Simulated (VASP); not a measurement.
# Al9H in VASP: notebook, part 2 of 2

VASP 6.6.1. Earlier steps stand in the parts before.

## (3) Single point, PBE

Input file INCAR:

```
SYSTEM = Al9H
PREC     = Accurate       ! precision mode
ENCUT    = 520            ! plane-wave cutoff, eV
EDIFF    = 1E-6           ! SCF threshold, eV
ISMEAR   = 0              ! smearing method
SIGMA    = 0.1            ! smearing width, eV
LREAL    = Auto         
LASPH    = .True.         ! aspherical terms in the spheres
NELM     = 100            ! most SCF steps
ALGO     = Normal         ! electronic algorithm
ISIF     = 2              ! what is computed and relaxed
LWAVE    = .False.        ! write WAVECAR
LCHARG   = .True.         ! write CHGCAR
LDIPOL   = .True.       
IDIPOL   = 3            
DIPOL    = 0.5 0.5 0.297
GGA      = PE             ! functional
LELF     = .True.         ! ELF
LVHAR    = .True.       
LVACPOTAV= .True.       
NBANDS   = 44             ! bands
```

Input file KPOINTS:

```
Automatic mesh
0
Gamma
  5 3 1
  0 0 0
```

Input file POSCAR:

```
Al9H
1.0
    5.7086446660      0.0000000000      0.0000000000
   -1.4271611665      9.7033329366      0.0000000000
    0.0000000000      0.0000000000     22.7902708839
Al H
18 2
Direct
    0.2662242802      0.0648971207      0.1755134908
    0.7662242802      0.0648971207      0.1755134908
    0.3354843969      0.3419375876      0.2192156219
    0.8354843969      0.3419375876      0.2192156219
    0.1493364202      0.5973456810      0.2279560482
    0.6493364202      0.5973456810      0.2279560482
    0.4631884436      0.8527537744      0.2366964744
    0.9631884436      0.8527537744      0.2366964744
    0.0319869115      0.1277383811      0.2808269846
    0.5319869115      0.1277383811      0.2808269846
    0.0997952748      0.4042696946      0.3301089530
    0.5997952748      0.4042696946      0.3301089530
    0.4144272444      0.6597110304      0.3369829646
    0.9144272444      0.6597110304      0.3369829646
    0.2263180843      0.9111292163      0.3449343063
    0.7263180843      0.9111292163      0.3449343063
    0.2962616061      0.1814597108      0.3857027821
    0.7962616061      0.1814597108      0.3857027821
    0.6062804321      0.3915457330      0.4335302083
    0.6062804321      0.4578200255      0.4335302083
```

Potentials or basis: VASP PAW PBE potentials, release 64 (Al, H).

Run with:

```
> cat potpaw_PBE.64/Al/POTCAR potpaw_PBE.64/H/POTCAR > POTCAR
> mpirun -np 1 vasp_std > vasp.out
```

OUTCAR:

```text
SYSTEM = Al9H
   PREC = Accurate
   ENCUT = 520
   EDIFF = 1E-6
   ISMEAR = 0
   LREAL = Auto
   LASPH = .True.
   NELM = 100
   ISIF = 2
   GGA = PE

 ion  position               nearest neighbor table
   1  0.266  0.065  0.176-   2 2.85   2 2.85   9 2.86  10 2.86   3 2.87   7 2.87   8 2.87
   2  0.766  0.065  0.176-   1 2.85   1 2.85  10 2.86   9 2.86   4 2.87   8 2.87   7 2.87
   3  0.335  0.342  0.219-   4 2.85   4 2.85   1 2.87   6 2.87   5 2.87   9 2.89  10 2.89  12 2.96
                            11 2.97
   4  0.835  0.342  0.219-   3 2.85   3 2.85   2 2.87   5 2.87   6 2.87  10 2.89   9 2.89  11 2.96
                            12 2.97
   5  0.149  0.597  0.228-   6 2.85   6 2.85   8 2.87   4 2.87   7 2.87   3 2.87  13 2.93  14 2.93
                            11 2.99
   6  0.649  0.597  0.228-   5 2.85   5 2.85   7 2.87   3 2.87   8 2.87   4 2.87  14 2.93  13 2.93
                            12 2.99
   7  0.463  0.853  0.237-  10 2.85   8 2.85   8 2.85   6 2.87   5 2.87   1 2.87   2 2.87  16 2.90
                            15 2.91  13 2.96
   8  0.963  0.853  0.237-   9 2.85   7 2.85   7 2.85   5 2.87   6 2.87   2 2.87   1 2.87  15 2.90
                            16 2.91  14 2.96
[... 244 lines left out ...]
      6      -7.1412      2.00000
[... 333 lines left out ...]
     39       0.9604      0.00000
     40       1.0810      0.00000
 [bands above 40 left out]

------------------------ aborting loop because EDIFF is reached ----------------------------------------

  FORCE on cell =-STRESS in cart. coord.  units (eV):
  Direction    XX          YY          ZZ          XY          YZ          ZX
  --------------------------------------------------------------------------------------
  -------------------------------------------------------------------------------------
  Total      -11.8984782     -8.6136864      1.6217545     -0.3417159      0.1419950      0.0369910
  in kB      -15.1007518    -10.9319141      2.0582222     -0.4336830      0.1802105      0.0469465
  external PRESSURE =      -7.9914812 kB  Pullay stress =       0.0000000 kB

 VOLUME and BASIS-vectors are now :
 -----------------------------------------------------------------------------
  energy-cutoff  :      520.00
  volume of cell :     1262.42
      direct lattice vectors                 reciprocal lattice vectors
     5.708644666  0.000000000  0.000000000     0.175172928  0.025764343  0.000000000
    -1.427161166  9.703332937  0.000000000     0.000000000  0.103057373  0.000000000
     0.000000000  0.000000000 22.790270884     0.000000000  0.000000000  0.043878373

 POSITION                                       TOTAL-FORCE (eV/Angst)
 -----------------------------------------------------------------------------------
      1.42716      0.62972      4.00000        -0.034602      0.130375      0.024231
      4.28148      0.62972      4.00000         0.022085      0.144529      0.015597
      1.42716      3.31793      4.99598         0.015440      0.031788      0.036150
      4.28148      3.31793      4.99598        -0.003246      0.025615      0.026808
     -0.00000      5.79624      5.19518        -0.000094     -0.107264      0.042013
      2.85432      5.79624      5.19518        -0.005534     -0.092360      0.015284
[... 12 lines left out ...]
      2.90224      3.79930      9.88027         0.749303     -4.961172      0.426487
      2.80766      4.44238      9.88027        -0.744094      5.332928      0.353821
 -----------------------------------------------------------------------------------
    total drift:                               -0.005437     -0.032256     -0.004167

  FREE ENERGIE OF THE ION-ELECTRON SYSTEM (eV)
  ---------------------------------------------------
  free  energy   TOTEN  =       -67.3987574578 eV

  energy  without entropy=      -67.3500988359  energy(sigma->0) =      -67.37442815

 vacuum level on the upper side and lower side of the slab         2.907         3.020
```

OSZICAR:

```text
N       E                     dE             d eps       ncg     rms          rms(c)
DAV:   1     0.218204599023E+03    0.21820E+03   -0.15428E+04   704   0.853E+02
DAV:   2    -0.522386415910E+02   -0.27044E+03   -0.26112E+03   968   0.150E+02
DAV:   3    -0.702630771472E+02   -0.18024E+02   -0.17521E+02   840   0.393E+01
[... 18 lines left out ...]
DAV:  22    -0.673987412384E+02   -0.73177E-05   -0.65212E-07   564   0.270E-03    0.941E-04
DAV:  23    -0.673987519174E+02   -0.10679E-04   -0.60362E-07   632   0.263E-03    0.722E-04
DAV:  24    -0.673987545978E+02   -0.26804E-05   -0.19210E-07   572   0.151E-03    0.609E-04
DAV:  25    -0.673987568502E+02   -0.22524E-05   -0.10234E-07   520   0.151E-03    0.311E-04
DAV:  26    -0.673987574578E+02   -0.60761E-06   -0.59224E-08   516   0.102E-03
   1 F= -.67398757E+02 E0= -.67374428E+02  d E =-.486586E-01
```

stdout:

```text
POSCAR found type information on POSCAR AlH
 POSCAR found :  2 types and      20 ions
 scaLAPACK will be used
 LDA part: xc-table for (Slater+PW92), standard interpolation
 POSCAR, INCAR and KPOINTS ok, starting setup
 FFT: planning ... GRIDC
 FFT: planning ... GRID_SOFT
 FFT: planning ... GRID
 WAVECAR not read
 entering main loop
 -----------------------------------------------------------------------------
|                                                                             |
|           W    W    AA    RRRRR   N    N  II  N    N   GGGG   !!!           |
|           W    W   A  A   R    R  NN   N  II  NN   N  G    G  !!!           |
|           W    W  A    A  R    R  N N  N  II  N N  N  G       !!!           |
|           W WW W  AAAAAA  RRRRR   N  N N  II  N  N N  G  GGG   !            |
|           WW  WW  A    A  R   R   N   NN  II  N   NN  G    G                |
|           W    W  A    A  R    R  N    N  II  N    N   GGGG   !!!           |
|                                                                             |
|     Did not find any points to average over, which means that no vacuum     |
|     field-free region was found. Please increase the size of  your cell     |
|     in the dimension of the dipole correction to obtain accurate            |
|     workfunction values.                                                    |
|                                                                             |
 -----------------------------------------------------------------------------
```

It took 30 min on 1 thread of Intel Xeon 6975P-C (Granite Rapids), shared host; peak memory 1.2 GiB.

What came out:

```
Free energy            : -67.3988 eV
Largest force          : 5.396 eV/Å
Band gap on the k mesh : zero (bands 28 and 29 overlap by 0.71 eV)
```

Forces on the atoms (eV/Å):
```
Al  -0.035  0.130  0.024
Al   0.022  0.145  0.016
Al   0.015  0.032  0.036
Al  -0.003  0.026  0.027
Al   0.000 -0.107  0.042
Al  -0.006 -0.092  0.015
Al  -0.001 -0.092 -0.139
Al   0.005 -0.081 -0.120
Al  -0.003  0.019  0.009
Al  -0.003  0.027 -0.020
Al   0.015 -0.020  0.000
Al  -0.007 -0.040 -0.351
Al  -0.021 -0.035 -0.050
Al   0.007 -0.030 -0.055
Al   0.005  0.024 -0.013
Al  -0.004  0.037 -0.003
Al  -0.038 -0.149 -0.097
Al   0.047 -0.164 -0.102
H    0.749 -4.961  0.426
H   -0.744  5.333  0.354
```
